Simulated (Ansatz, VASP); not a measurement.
**Two plane-wave programs on BaTiO3**

Contents of POSCAR:

```
BaTiO3
1.0
    3.9940950307      0.0000000000      0.0000000000
    0.0000000000      3.9940950307      0.0000000000
    0.0000000000      0.0000000000      3.9940950307
Ba Ti O
1 1 3
Direct
    0.5000000000      0.5000000000      0.5000000000
    0.0000000000      0.0000000000      0.0000000000
    0.5000000000      0.0000000000      0.0000000000
    0.0000000000      0.5000000000      0.0000000000
    0.0000000000      0.0000000000      0.5000000000
```

File INCAR.step1:

```
SYSTEM = BaTiO3
PREC = Accurate ; ENCUT = 520
EDIFF = 1E-5 ; ISMEAR = 0
SIGMA = 0.01 ; LREAL = .False.
LASPH = .True. ; NELM = 120
ALGO = Normal ; ISIF = 2
LWAVE = .True. ; LCHARG = .False.
GGA = PE ; NBANDS = 28
GGA_COMPAT = .False.
```

INCAR.step2

```
SYSTEM = BaTiO3
PREC = Accurate ; ENCUT = 520
EDIFF = 1E-6 ; ISMEAR = 0
SIGMA = 0.01 ; LREAL = .False.
LASPH = .True. ; NELM = 120
ALGO = Normal ; ISIF = 2
LWAVE = .False. ; LCHARG = .False.
GGA = PE ; LHFCALC = .True.
HFSCREEN = 0.2079 ; PRECFOCK = Normal
ISTART = 1 ; NBANDS = 28
GGA_COMPAT = .False.
```

The input KPOINTS:

```
regular mesh
0
Gamma
  4 4 4
  0 0 0
```

Input for Ansatz:

```yaml
crystal:
  lattice:
    - [3.9940950307, 0.0, 0.0]
    - [0.0, 3.9940950307, 0.0]
    - [0.0, 0.0, 3.9940950307]
  atoms:
    - { symbol: Ba, position: [0.5, 0.5, 0.5] }
    - { symbol: Ti, position: [0.0, 0.0, 0.0] }
    - { symbol: O, position: [0.5, 0.0, 0.0] }
    - { symbol: O, position: [0.0, 0.5, 0.0] }
    - { symbol: O, position: [0.0, 0.0, 0.5] }
kpoints:
  mp_grid: { grid: [4, 4, 4] }
  band_path:
    path: [[0.0, 0.0, 0.0], [0.0, 0.5, 0.0], [0.5, 0.5, 0.0], [0.5, 0.5, 0.5]]
    npoints: 1
hamiltonian:
  xc: hse06
scf:
  occupations: { method: fixed }
  n_extra_bands: 5
output:
  forces: true
  stress: true
  eigenvalues: true
```

Alike in both runs: task single point; functional HSE06; k mesh 4 × 4 × 4; no spin polarisation.

```csv
,VASP,Ansatz
version,VASP 6.6.1,Ansatz 0.2.0
potentials or method,"VASP PAW PBE potentials, release 64 (Ba_sv, Ti_sv, O)","plane waves, PAW"
plane-wave cutoff (eV),520,420
occupations,"gaussian, width 0.01 eV",fixed
valence electrons in the cell,40,40
```

|  | VASP | Ansatz | Ansatz less VASP |
| --- | --- | --- | --- |
| gap on the k mesh at the Fermi level (eV) | 3.14 | 3.21 | +0.065 |
| pressure (GPa) | -0.6 | -2.3 | -1.69 |

Ansatz's warnings: stress exchange threshold loose, stress scf threshold loose.

Spin-orbit coupling is off throughout.
